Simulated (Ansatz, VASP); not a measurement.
# One calculation of Be, two programs

```
Be
1.0
     2.29000    0.00000    0.00000
     1.14500    1.98320    0.00000
     0.00000    0.00000   24.97107
Be
6
Cartesian
  2.2900 1.3221 7.9632
  0.0000 0.0000 9.7890
  2.2900 1.3221 11.5885
  0.0000 0.0000 13.3826
  2.2900 1.3221 15.1821
  0.0000 0.0000 17.0078
```

Alike in both runs: functional PBEsol; k mesh 16 × 16 × 1; no spin polarisation.

Ansatz relaxed the structure, and its values are those at the end. VASP's run is a single point on that final structure, the one shown.

|  | VASP | Ansatz |
| --- | --- | --- |
| version | VASP 6.6.1 | Ansatz 0.2.0 |
| potentials or method | VASP PAW PBE potentials, release 64 (Be) | plane-wave PAW, scalar-relativistic |
| plane-wave cutoff (eV) | 520 | 420 |
| occupations | methfessel-paxton of order 1, width 0.1 eV | cold, width 0.1 eV |
| valence electrons in the cell | 12 | 12 |

VASP gave:

| Item | Value |
| --- | --- |
| rms of the force components (eV/Å) | 0.006 |

Task: Which values does Ansatz return?

Result: rms of the force components (eV/Å): 0.001.

VASP's potentials were made for PBE, not for PBEsol, and Ansatz warns of the same on its side.
